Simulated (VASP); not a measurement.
Wanted: the native input for a VASP 6.6.1 run.

| Item | Value |
| --- | --- |
| Task | relaxation of cell and atoms |
| Functional | PBEsol |
| Potentials or basis | VASP PAW PBE potentials, release 64 (Mg, Li_sv) |
| Cutoff | 600 eV |
| k mesh | 5 × 5 × 5 |
| Occupations | fermi-dirac, width 0.1 eV |
| Spin | no spin polarisation |
| Dipole correction | no |
| Further INCAR settings | ALGO = Normal; EDIFF = 1e-06; IBRION = 2; EDIFFG = -0.02; NSW = 80; ISIF = 3 |

The structure of Li3Mg5 lies in POSCAR:

```
Li3Mg5
1.0
    0.0000000000      4.7435427137      3.6834121342
    4.7435427137      0.0000000000      3.6834121342
    4.7435427137      4.7435427137      0.0000000000
Mg Li
5 3
Direct
    0.0000000000      0.0000000000      0.0000000000
    0.0000000000      0.0000000000      0.5000000000
    0.0000000000      0.5000000000      0.5000000000
    0.5000000000      0.5000000000      0.0000000000
    0.5000000000      0.5000000000      0.5000000000
    0.0000000000      0.5000000000      0.0000000000
    0.5000000000      0.0000000000      0.0000000000
    0.5000000000      0.0000000000      0.5000000000
```

The input as run:

INCAR

```
SYSTEM = Li3Mg5
  PREC = Accurate
  ENCUT = 600
  EDIFF = 1E-6
  ISMEAR = -1
  SIGMA = 0.1
  LREAL = .False.
  LASPH = .True.
  NELM = 60
  ALGO = Normal
  ISIF = 3
  LWAVE = .False.
  LCHARG = .False.
  GGA = PS
  IBRION = 2
  NSW = 80
  EDIFFG = -0.02
```

KPOINTS

```
regular mesh
0
Gamma
  5 5 5
  0 0 0
```

Potentials or basis: VASP PAW PBE potentials, release 64 (Mg, Li_sv).

Command:

```sh
$ cat potpaw_PBE.64/Mg/POTCAR potpaw_PBE.64/Li_sv/POTCAR > POTCAR
$ mpirun -np 1 vasp_std > vasp.out
```

It gave:

```yaml
Pressure_after_relaxing: -0.1 GPa
```

Caveat: the cutoff is under 1.25 times the usual one of these potentials, so pressure, stress and relaxed cells hold a basis-set (Pulay) error; the relaxation stopped at its first step, so nothing moved; the PAW data sets were made with another functional, which shifts forces and pressure a little.

Run time: 60 s on 1 thread of Intel(R) Xeon(R) Platinum 8259CL CPU @ 2.50GHz (Skylake/Cascade Lake) (shared host), peak memory 0.35 GiB.
